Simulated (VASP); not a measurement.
# Al: single point with PBEsol

Al:

```
CELL_PARAMETERS angstrom
2.59153 0.00000 0.00000
-1.29576 2.24433 0.00000
0.00000 0.00000 8.50580
ATOMIC_POSITIONS crystal
Al 0.00000 0.00000 0.00000
Al 0.33333 0.66667 0.25000
Al 0.00000 0.00000 0.50000
Al 0.66667 0.33333 0.75000
```

```
Program                : VASP 6.6.1
Task                   : single point
Functional             : PBEsol
Potentials or basis    : VASP PAW PBE potentials, release 64 (Al)
Cutoff                 : 520 eV
k mesh                 : 9 × 9 × 3
Occupations            : methfessel-paxton, width 0.1 eV
Spin                   : no spin polarisation
Dipole correction      : no
Further INCAR settings : ALGO = Normal; EDIFF = 1e-07; NBANDS = 14
```

| Quantity | Value |
| --- | --- |
| Pressure | 40.2 GPa |
| Band gap on the k mesh | zero (band 6 reaches 15.66 eV, above the bottom of band 7 at 9.82 eV) |

Stress tensor (GPa, compression positive):
```
40.28  0.00  0.00
 0.00 40.28  0.00
 0.00  0.00 40.19
```

Levels at points of the mesh, in eV from the Fermi level:
```tsv
k point	band 2	band 3	band 4	band 5	band 6	band 7	band 8	band 9
(0.00, 0.00, 0.00)	-11.10	-11.08	-5.67	-4.73	4.08	4.10	12.90	12.90
```

Run time: 6 s on 1 thread of Intel(R) Xeon(R) 6975P-C (Granite Rapids) (shared host), peak memory 0.15 GiB.

Caveat: the PAW data sets were made with another functional, which shifts forces and pressure a little.
